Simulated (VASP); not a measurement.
Here is a VASP 6.6.1 calculation.

File INCAR:

```
SYSTEM = Mg27HO26
  PREC = Accurate
  ENCUT = 520
  EDIFF = 1E-6
  ISMEAR = 0
  SIGMA = 0.01
  LREAL = Auto
  LASPH = .TRUE.
  NELM = 60
  ALGO = Normal
  ISIF = 2
  LWAVE = .FALSE.
  LCHARG = .FALSE.
  GGA = PE
  NELECT = 212.0
  NBANDS = 138
```

File KPOINTS:

```
Automatic mesh
0
Gamma
  1 1 1
  0.25 0.25 0.25
```

POSCAR

```
Mg27HO26
1.0
    0.0000000000      6.3815718500      6.3815718500
    6.3815718500      0.0000000000      6.3815718500
    6.3815718500      6.3815718500      0.0000000000
Mg O H
27 26 1
Direct
   -0.0011451415      0.0000351849      0.0011317423
   -0.0011334936     -0.0000596845      0.3339300558
   -0.0010530300      0.0001447685      0.6683167586
   -0.0012212105      0.3328010360      0.0011509159
   -0.0005747908      0.3335100609      0.3345124620
   -0.0011523589      0.3332913616      0.6679844627
   -0.0009253684      0.6672648509      0.0011516053
   -0.0010931327      0.6669523170      0.3342840591
   -0.0016240953      0.6667120670      0.6678006602
    0.3317221079     -0.0000725170      0.0010494490
    0.3322782922      0.0006590671      0.3344627126
    0.3319914775      0.0000146638      0.6680103077
    0.3322325150      0.3334682559      0.0016333298
    0.3321351181      0.3333222542      0.3344079016
    0.3250753622      0.3263097534      0.6741230506
    0.3320992353      0.6669095817      0.0011472581
    0.3251722104      0.6730064858      0.3274178937
    0.3260698366      0.6738116339      0.6747833333
    0.6661261886      0.0000740488      0.0012139156
    0.6656875681      0.0000662090      0.3343345850
    0.6654737677     -0.0004611627      0.6677833980
    0.6656294181      0.3332554608      0.0011052395
    0.6718368834      0.3263060813      0.3273807330
    0.6725298053      0.3272385459      0.6748608765
    0.6655564679      0.6666983940      0.0006002700
    0.6726072182      0.6738331941      0.3282498143
    0.6656575741      0.6668775989      0.6678976885
    0.1653977810      0.1665032479      0.1676529432
    0.1650451674      0.1662708054      0.5015493104
    0.1646884550      0.1658516351      0.8355106187
    0.1651207870      0.5004449073      0.1673359779
    0.1688926268      0.5002044160      0.5012854369
    0.1693739759      0.5000699137      0.8307048746
    0.1647830353      0.8343531809      0.1669735925
    0.1694133257      0.8296173751      0.5011190980
    0.1646187718      0.8341893157      0.8352791448
    0.4992916986      0.1662407551      0.1672997104
    0.4989872699      0.1700602077      0.5012549581
    0.4988571460      0.1705062061      0.8307192281
    0.4990446815      0.5001682514      0.1711463815
    0.4987758924      0.4999420424      0.8311489016
    0.4989158759      0.8296024273      0.1715880510
    0.4987860431      0.8301115176      0.5010016390
    0.4984760113      0.8338752614      0.8349604729
    0.8332359064      0.1658848992      0.1669685426
    0.8283967361      0.1705875917      0.5011611906
    0.8330028666      0.1657538525      0.8353031404
    0.8284613450      0.5000667307      0.1716273415
    0.8289269070      0.4999781533      0.5010114654
    0.8326985481      0.4996672563      0.8349864539
    0.8330923423      0.8342200770      0.1668229047
    0.8327348634      0.8339323720      0.5006952946
    0.8324304224      0.8335848616      0.8346469186
    0.4991245517      0.5000592113      0.5010888478
```

Potentials or basis: VASP PAW PBE potentials, release 64 (Mg, O, H).

Run with:

```bash
$ cat potpaw_PBE.64/Mg/POTCAR potpaw_PBE.64/O/POTCAR potpaw_PBE.64/H/POTCAR > POTCAR
$ mpirun -np 1 vasp_std > vasp.out
```

Q: Estimate the largest force.

A: 0.131 eV/Å.

Forces in eV/Å, atoms in the order of the input:
```
Mg   0.005  0.001  0.002
Mg   0.035  0.028  0.045
Mg  -0.028 -0.032 -0.039
Mg   0.029  0.042  0.033
Mg  -0.072 -0.049 -0.054
Mg  -0.003  0.042 -0.043
Mg  -0.028 -0.043 -0.035
Mg  -0.001 -0.038  0.038
Mg   0.068  0.048  0.048
Mg   0.048  0.029  0.032
Mg  -0.048 -0.072 -0.050
Mg   0.043 -0.001 -0.034
Mg  -0.049 -0.044 -0.073
Mg  -0.039 -0.038 -0.038
Mg   0.086  0.092 -0.012
Mg   0.039 -0.042 -0.003
Mg   0.086 -0.012  0.088
Mg   0.016 -0.089 -0.093
Mg  -0.039 -0.034 -0.027
Mg  -0.040 -0.001  0.045
Mg   0.050  0.070  0.054
Mg  -0.041  0.047  0.002
Mg  -0.012  0.091  0.089
Mg  -0.095  0.018 -0.088
Mg   0.049  0.052  0.067
Mg  -0.094 -0.088  0.015
Mg   0.034  0.039  0.037
O    0.008  0.005  0.007
O    0.033  0.034  0.065
O   -0.034 -0.034  0.002
O    0.035  0.065  0.034
O   -0.054 -0.009 -0.007
O   -0.010 -0.002  0.007
O   -0.033 -0.001 -0.035
O   -0.008  0.007 -0.002
O    0.002  0.032  0.033
O    0.066  0.035  0.034
O   -0.007 -0.053 -0.006
O   -0.002 -0.009  0.009
O   -0.008 -0.010 -0.055
O    0.008  0.006  0.057
O    0.000  0.008 -0.007
O    0.006  0.055  0.007
O   -0.066 -0.032 -0.031
O    0.000 -0.035 -0.036
O    0.003 -0.007 -0.002
O    0.033 -0.001  0.035
O    0.008 -0.002 -0.007
O    0.057  0.007  0.008
O   -0.033 -0.066 -0.032
O    0.033  0.032 -0.001
O   -0.033 -0.032 -0.068
O   -0.008 -0.008 -0.009
H    0.002 -0.002 -0.002
```

Caveat: the cell carries a net charge on a neutralising background, which shifts energy and pressure.
